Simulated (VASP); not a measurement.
# HfMg3: single point with PBE

HfMg3:

```
CELL_PARAMETERS angstrom
-2.19626 2.19626 4.42401
2.19626 -2.19626 4.42401
2.19626 2.19626 -4.42401
ATOMIC_POSITIONS crystal
Mg 0.50000 0.50000 0.00000
Mg 0.25000 0.75000 0.50000
Mg 0.75000 0.25000 0.50000
Hf 0.00000 0.00000 0.00000
```

```json
{
  "Program": "VASP 6.6.1",
  "Task": "single point",
  "Functional": "PBE",
  "Potentials or basis": "VASP PAW PBE potentials, release 64 (Mg, Hf_pv)",
  "Cutoff": "520 eV",
  "k mesh": "7 × 7 × 7",
  "Occupations": "methfessel-paxton, width 0.1 eV",
  "Spin": "no spin polarisation",
  "Dipole correction": "no",
  "Further INCAR settings": "ALGO = Normal; EDIFF = 1e-06; NBANDS = 16"
}
```

```json
{
  "Pressure": "2.2 GPa",
  "Band gap on the k mesh": "zero (band 8 reaches 3.88 eV, above the bottom of band 9 at 2.39 eV)"
}
```

Stress tensor (GPa, compression positive):
```
2.88 0.00 0.00
0.00 2.88 0.00
0.00 0.00 0.72
```

Levels at points of the mesh, in eV from the Fermi level:
| k point | band 6 | band 7 | band 8 | band 9 | band 10 | band 11 |
| --- | --- | --- | --- | --- | --- | --- |
| (0.00, 0.00, 0.00) | -0.77 | -0.34 | -0.34 | 0.48 | 1.26 | 2.74 |

Run time: 61 s on 1 thread of Intel(R) Xeon(R) Platinum 8259CL CPU @ 2.50GHz (Skylake/Cascade Lake), with other jobs on the host, peak memory 0.27 GiB.

Caveat: spin-orbit coupling is left out, which moves the levels of the heavy elements.
